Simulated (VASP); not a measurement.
# CO2 in VASP: single point with PBE+D3(BJ)

Aim: the single point of CO2 with PBE+D3(BJ).

Everything below comes from runs of VASP 6.6.1. Logs are shortened: lines on timing, memory, paths and dates and some standing lists are left out, and cuts for length are marked.

## (1) The cell of the first run

The cell holds a disordered packing, 18 atoms: a = 7.580 Å, b = 7.580 Å, c = 7.580 Å, α = 90.00°, β = 90.00°, γ = 90.00°.

## (2) Single point, PBE+D3(BJ)

File INCAR:

```
SYSTEM = CO2
PREC = Accurate
ENCUT = 910
EDIFF = 1E-6
ISMEAR = -1
SIGMA = 0.05
LREAL = Auto
LASPH = .TRUE.
NELM = 120
ALGO = Normal
ISIF = 2
LWAVE = .FALSE.
LCHARG = .TRUE.
GGA = PE
IVDW = 12
LELF = .TRUE.
LVHAR = .TRUE.
NBANDS = 63
GGA_COMPAT = .FALSE.
```

File KPOINTS:

```
Automatic mesh
0
G
  1 1 1
  0 0 0
```

File POSCAR:

```
CO2
1.0
    7.5804670000      0.0000000000      0.0000000000
    0.0000000000      7.5804670000      0.0000000000
    0.0000000000      0.0000000000      7.5804670000
C O
6 12
Direct
    0.0564477096      0.6510812592      0.1510197195
    0.0468704633      0.1310473352      0.6942184433
    0.6568988428      0.4027720192      0.7467481885
    0.5169734266     -0.0305785910     -0.0409605371
    0.4911306916      0.9732513841      0.4755116011
    0.0589409597      0.2063593180      0.2285083492
    0.1723772427      0.5677882378      0.0895327425
   -0.0501156459      0.7390705612      0.2129288341
    0.0935430495      0.0171757228      0.7818119913
   -0.0247346239      0.2321492858      0.5993957892
    0.7221454826      0.3907015227      0.8872672356
    0.5862699488      0.4132067325      0.6122314100
    0.4183383425     -0.0880816446      0.0575030536
    0.6124160952      0.0128751962     -0.1477349614
    0.5865601684      1.0898009318      0.4400520443
    0.4076925604      0.8550660533      0.5168678922
   -0.0678322325      0.1742636700      0.1325643921
    0.1772977839      0.2469900601      0.3155610334
```

Potentials or basis: VASP PAW PBE potentials, release 64 (C_h, O_h).

Run with:

```console
$ cat potpaw_PBE.64/C_h/POTCAR potpaw_PBE.64/O_h/POTCAR > POTCAR
$ mpirun -np 1 vasp_gam > vasp.out
```

OUTCAR:

```text
SYSTEM = CO2
   PREC = Accurate
   ENCUT = 910
   EDIFF = 1E-6
   ISMEAR = -1
   LREAL = Auto
   LASPH = .TRUE.
   NELM = 120
   ISIF = 2
   GGA = PE
   IVDW = 12
 IVDW          = 12

 ion  position               nearest neighbor table
   1  0.056  0.651  0.151-   8 1.15   7 1.18
   2  0.047  0.131  0.694-   9 1.15  10 1.18
   3  0.657  0.403  0.747-  12 1.15  11 1.18
   4  0.517  0.969  0.959-  14 1.13  13 1.14
   5  0.491  0.973  0.476-  16 1.14  15 1.17
   6  0.059  0.206  0.229-  18 1.16  17 1.23
   7  0.172  0.568  0.090-   1 1.18
   8  0.950  0.739  0.213-   1 1.15
   9  0.094  0.017  0.782-   2 1.15
  10  0.975  0.232  0.599-   2 1.18
  11  0.722  0.391  0.887-   3 1.18
  12  0.586  0.413  0.612-   3 1.15
  13  0.418  0.912  0.058-   4 1.14
  14  0.612  0.013  0.852-   4 1.13
  15  0.587  0.090  0.440-   5 1.17
  16  0.408  0.855  0.517-   5 1.14
  17  0.932  0.174  0.133-   6 1.23
  18  0.177  0.247  0.316-   6 1.16

  LATTYP: Found a simple cubic cell.
 ALAT       =     7.5804670000

  Lattice vectors:

 A1 = (   7.5804670000,   0.0000000000,   0.0000000000)
 A2 = (   0.0000000000,   7.5804670000,   0.0000000000)
 A3 = (   0.0000000000,   0.0000000000,   7.5804670000)

Analysis of symmetry for initial positions (statically):
=====================================================================
 Subroutine PRICEL returns:
 Original cell was already a primitive cell.

 Routine SETGRP: Setting up the symmetry group for a
 simple cubic supercell.

 Subroutine GETGRP returns: Found  1 space group operations
 (whereof  1 operations were pure point group operations)
 out of a pool of 48 trial point group operations.

The static configuration has the point symmetry C_1 .

Analysis of symmetry for dynamics (positions and initial velocities):
=====================================================================
 Subroutine PRICEL returns:
 Original cell was already a primitive cell.

 Routine SETGRP: Setting up the symmetry group for a
 simple cubic supercell.

 Subroutine GETGRP returns: Found  1 space group operations
 (whereof  1 operations were pure point group operations)
 out of a pool of 48 trial point group operations.

The dynamic configuration has the point symmetry C_1 .

[... 106 lines left out ...]
   EDIFF  = 0.1E-05   stopping-criterion for ELM
   LREAL  =      T    real-space projection
   EDIFFG = 0.1E-04   stopping-criterion for IOM
   NSW    =      0    number of steps for IOM
   IBRION =     -1    ionic relax: 0-MD 1-quasi-New 2-CG
   NFREE  =      0    steps in history (QN), initial steepest desc. (CG)
   ISIF   =      2    stress and relaxation
   ISYM   =      2    0-nonsym 1-usesym 2-fastsym
   POTIM  = 0.5000    time-step for ionic-motion
   TEBEG  =    0.0;   TEEND  =   0.0 temperature during run
   PSTRESS=    0.0 pullay stress
   NELECT =      96.0000    total number of electrons
   NUPDOWN=      -1.0000    fix difference up-down
   EMIN   =  10.00;   EMAX   =-10.00  energy-range for DOS
   EFERMI =   0.00;   METHOD = LEGACY
   ISMEAR =    -1;   SIGMA  =   0.05  broadening in eV -4-tet -1-fermi 0-gaus
   EFERMI_NEDOS =   21; number of points for ismear=-14 and -15
   IALGO  =     38    algorithm
   IMIX   =      4    mixing-type and parameters
     AMIX     =   0.40;   BMIX     =  1.00
     AMIX_MAG =   1.60;   BMIX_MAG =  1.00
  volume/ion in A,a.u.               =      24.20       163.31
  Fermi-wavevector in a.u.,A,eV,Ry     =   0.988863  1.868679 13.304446  0.977849
  Thomas-Fermi vector in A             =   2.120420
   LORBIT       =      0    0 simple, 1 ext, 2 COOP (PROOUT), +10 PAW based schemes
   GGA     = PE    functional components
   LHFCALC =     F    Hartree Fock is set to
   AEXX    =    0.0000 exact exchange contribution
   IVDW    =    12    specifies the selected vdW correction
   LEPSILON=     F    determine dielectric tensor
   LRPA    =     F    only Hartree local field effects (RPA)
 non-spin polarized calculation
  energy-cutoff  :      910.00
  volume of cell :      435.60
 maximum number of plane-waves:     13601
 NGX is ok and might be reduce to    80
   NGX = 37   NGY = 37   NGZ = 37

 number of electron      95.9999991 magnetization

 Free energy of the ion-electron system (eV)
  ---------------------------------------------------
  ext. energy  EPLUGINS =         0.00000000
  ---------------------------------------------------
  free energy    TOTEN  =      -138.86467100 eV

  energy without entropy =     -138.86467100  energy(sigma->0) =     -138.86467100

 E-fermi :  -3.9042     XC(G=0):  -5.7699

 val. band max:       -5.1708161502   @ k =   0.0000   0.0000   0.0000
 cond. band min:       0.9559539156   @ k =   0.0000   0.0000   0.0000
 fundamental gap:      6.1267700658
 Fermi energy:        -3.9041559033

 k-point     1 :       0.0000    0.0000    0.0000
  band No.  band energies     occupation
      1     -26.2973      2.00000
      2     -26.0473      2.00000
      3     -25.8598      2.00000
      4     -25.8337      2.00000
      5     -25.6827      2.00000
      6     -25.5614      2.00000
[... 52 lines left out ...]
     59       3.3358      0.00000
     60       3.3775      0.00000
 [bands above 60 left out]

------------------------ aborting loop because EDIFF is reached ----------------------------------------

 Edisp (eV)   -0.72952

 E8    (eV) :    -0.1823

  FORCE on cell =-STRESS in cart. coord.  units (eV):
  Direction    XX          YY          ZZ          XY          YZ          ZX
  --------------------------------------------------------------------------------------
  -------------------------------------------------------------------------------------
  Total       2.09895     4.77933     4.57134     1.18147    -3.79665    -6.56299
  in kB       7.72014    17.57880    16.81383     4.34555   -13.96442   -24.13929
  external pressure =       14.04 kB  Pullay stress =        0.00 kB

 VOLUME and BASIS-vectors are now :
 -----------------------------------------------------------------------------
  energy-cutoff  :      910.00
  volume of cell :      435.60
      direct lattice vectors                 reciprocal lattice vectors
     7.580467000  0.000000000  0.000000000     0.131917994  0.000000000  0.000000000
     0.000000000  7.580467000  0.000000000     0.000000000  0.131917994  0.000000000
     0.000000000  0.000000000  7.580467000     0.000000000  0.000000000  0.131917994

 POSITION                                       TOTAL-FORCE (eV/Angst)
 -----------------------------------------------------------------------------------
      0.42790      4.93550      1.14480         2.367151     -1.200810     -1.098207
      0.35530      0.99340      5.26250        -2.510680      1.712446     -2.159885
      4.97960      3.05320      5.66070         0.575352     -0.167439      1.834332
      3.91890      7.34867      7.26997        -0.687750     -0.797260      0.469717
      3.72300      7.37770      3.60460         2.470858      2.410409     -0.688323
      0.44680      1.56430      1.73220        -4.418316     -0.775758     -3.489850
[... 10 lines left out ...]
      7.06627      1.32100      1.00490         3.603391      0.672966      2.792886
      1.34400      1.87230      2.39210         1.060518     -0.061939      0.479245
 -----------------------------------------------------------------------------------
    total drift:                               -0.010411     -0.000175      0.007234

  FREE ENERGIE OF THE ION-ELECTRON SYSTEM (eV)
  ---------------------------------------------------
  free  energy   TOTEN  =      -139.5941863742 eV

  energy  without entropy=     -139.5941863742  energy(sigma->0) =     -139.59418637
```

OSZICAR:

```text
N       E                     dE             d eps       ncg     rms          rms(c)
DAV:   1     0.145194344101E+04    0.14519E+04   -0.65231E+04   126   0.214E+03
DAV:   2     0.160748206456E+03   -0.12912E+04   -0.12257E+04   189   0.385E+02
DAV:   3    -0.134706528742E+03   -0.29545E+03   -0.29275E+03   148   0.206E+02
DAV:   4    -0.148976290735E+03   -0.14270E+02   -0.14119E+02   180   0.476E+01
DAV:   5    -0.149327448526E+03   -0.35116E+00   -0.34890E+00   172   0.685E+00    0.211E+01
DAV:   6    -0.139849495125E+03    0.94780E+01   -0.30207E+01   156   0.230E+01    0.851E+00
DAV:   7    -0.139140911258E+03    0.70858E+00   -0.20042E+00   164   0.659E+00    0.484E+00
DAV:   8    -0.138882341284E+03    0.25857E+00   -0.13305E+00   164   0.472E+00    0.974E-01
DAV:   9    -0.138865091168E+03    0.17250E-01   -0.13994E-01   156   0.180E+00    0.547E-01
DAV:  10    -0.138864601562E+03    0.48961E-03   -0.12259E-02   156   0.626E-01    0.146E-01
DAV:  11    -0.138864725040E+03   -0.12348E-03   -0.13160E-03   172   0.193E-01    0.761E-02
DAV:  12    -0.138864696893E+03    0.28147E-04   -0.38572E-04   172   0.113E-01    0.264E-02
DAV:  13    -0.138864683112E+03    0.13782E-04   -0.10079E-04   164   0.592E-02    0.161E-02
DAV:  14    -0.138864677179E+03    0.59326E-05   -0.32114E-05   172   0.320E-02    0.871E-03
DAV:  15    -0.138864672557E+03    0.46219E-05   -0.84825E-06   164   0.192E-02    0.327E-03
DAV:  16    -0.138864671479E+03    0.10788E-05   -0.14797E-06   108   0.758E-03    0.217E-03
DAV:  17    -0.138864670997E+03    0.48166E-06   -0.57448E-07   108   0.437E-03
   1 F= -.13959419E+03 E0= -.13959419E+03  d E =-.335168E-10
```

stdout:

```text
POSCAR found type information on POSCAR C O
 POSCAR found :  2 types and      18 ions
 scaLAPACK will be used
 LDA part: xc-table for (Slater+PW92), standard interpolation
 POSCAR, INCAR and KPOINTS ok, starting setup
 FFT: planning ... GRIDC
 FFT: planning ... GRID_SOFT
 FFT: planning ... GRID
 WAVECAR not read
 entering main loop
```

It took 77 s on 1 thread of Intel Xeon 6975P-C (Granite Rapids), shared host; peak memory 0.9 GiB.

What came out:

```
Free energy                : -139.5942 eV
Pressure                   : 1.4 GPa
Largest force              : 5.684 eV/Å
Dispersion energy per atom : -0.041 eV
```

Forces on the atoms (eV/Å):
```
C    2.367 -1.201 -1.098
C   -2.511  1.712 -2.160
C    0.575 -0.167  1.834
C   -0.688 -0.797  0.470
C    2.471  2.410 -0.688
C   -4.418 -0.776 -3.490
O   -0.627  0.117  0.113
O   -1.765  1.163  0.910
O    1.527 -1.606  1.630
O    0.807 -0.142  0.847
O   -0.058  0.221 -0.500
O   -0.566  0.295 -1.273
O   -1.988 -0.775  2.369
O    2.666  1.518 -2.745
O   -0.311 -0.134 -0.247
O   -2.145 -2.449  0.755
O    3.603  0.673  2.793
O    1.061 -0.062  0.479
```

Levels at points of the mesh, in eV from the Fermi level:
```
           k point  band 45  band 46  band 47  band 48  band 49  band 50  band 51  band 52
(0.00, 0.00, 0.00)    -1.53    -1.45    -1.34    -1.27     4.86     6.15     6.36     6.54
```

Caveat: the k points lie up to 0.83 Å⁻¹ apart; the cutoff is under 1.25 times the usual one of these potentials, so pressure, stress and relaxed cells hold a basis-set (Pulay) error.
